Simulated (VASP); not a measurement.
Runs of VASP 6.6.1 on BaTiO3. The structure is that of space group P4mm (No. 99), or close to it. The cells are those of the table. 

```csv
cell,gap on the mesh (eV),pressure (GPa),largest force (eV/Å)
"a = 4.105, b = 4.105, c = 4.202 Å, 5 atoms",1.68,-6.7,0.18
"a = 4.045, b = 4.045, c = 4.265 Å, 5 atoms",1.69,-4.9,0.47
"a = 3.985, b = 3.985, c = 4.328 Å, 5 atoms",1.71,-2.6,(a)
"a = 4.105, b = 4.105, c = 4.139 Å, 5 atoms",1.72,-4.6,0.41
"a = 4.105, b = 4.105, c = 4.328 Å, 5 atoms",1.60,-10.1,0.96
"a = 3.985, b = 3.985, c = 4.139 Å, 5 atoms",1.83,4.1,0.57
"a = 3.926, b = 3.926, c = 4.328 Å, 5 atoms",1.77,2.2,0.62
"a = 4.105, b = 4.105, c = 4.076 Å, 5 atoms",1.76,-2.2,0.93
"a = 4.045, b = 4.045, c = 4.076 Å, 5 atoms",1.81,2.0,1.01
"a = 4.045, b = 4.045, c = 4.139 Å, 5 atoms",1.77,-0.6,0.48
"a = 3.985, b = 3.985, c = 4.265 Å, 5 atoms",1.75,-0.6,0.35
"a = 4.045, b = 4.045, c = 4.202 Å, 5 atoms",1.73,-2.9,(b)
```

Alike in all rows: task single point; level PBE; potentials or basis VASP PAW PBE potentials, release 64 (Ba_sv, Ti_sv, O); no spin polarisation; k mesh 8 × 8 × 6; cutoff (eV) 520; smearing gaussian 0.05 eV.

Question: Fill in the values left out.

Answer: (a) 0.72; (b) 0.05.

Caveats: spin-orbit coupling is left out, which moves the levels of the heavy elements; forces of over 1 eV/Å act on the atoms, so gaps and moduli don't describe the material at rest (some runs).

A k mesh can miss the band edges, and the runs leave out spin-orbit coupling on Ba.
